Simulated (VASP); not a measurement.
Here is a VASP 6.6.1 calculation.

File INCAR:

```
PREC = Accurate ; ENCUT = 520
EDIFF = 1E-6 ; ISMEAR = 0
SIGMA = 0.1 ; LREAL = F
LASPH = T ; NELM = 100
ALGO = Normal ; ISIF = 2
LWAVE = F ; LCHARG = F
GGA = PE ; NBANDS = 36
```

KPOINTS

```
Automatic mesh
0
Gamma
  6 6 4
```

File POSCAR:

```
Ge
1.0
    4.5904293809      0.0000000000      0.0000000000
   -2.2952146904      3.9754284581      0.0000000000
    0.0000000000      0.0000000000      5.3621098341
Ge
4
Direct
    0.3333333333      0.6666666667      0.3745911812
    0.6666666667      0.3333333333      0.3745911812
    0.0000000000      0.0000000000      0.6324016743
    0.0000000000      0.0000000000      0.1167693533
```

Potentials or basis: VASP PAW PBE potentials, release 64 (Ge_d).

Command:

```sh
$ cat potpaw_PBE.64/Ge_d/POTCAR > POTCAR
$ mpirun -np 1 vasp_std > vasp.out
```

Problem. Predict the largest force.

Solution. 0.008 eV/Å.

Problem. Predict the band gap on the k mesh.

Solution. Zero (bands 28 and 29 overlap by 2.78 eV).

Forces on the atoms (eV/Å):
```
Ge   0.000  0.000  0.000
Ge   0.000  0.000  0.000
Ge   0.000  0.000 -0.008
Ge   0.000  0.000  0.008
```
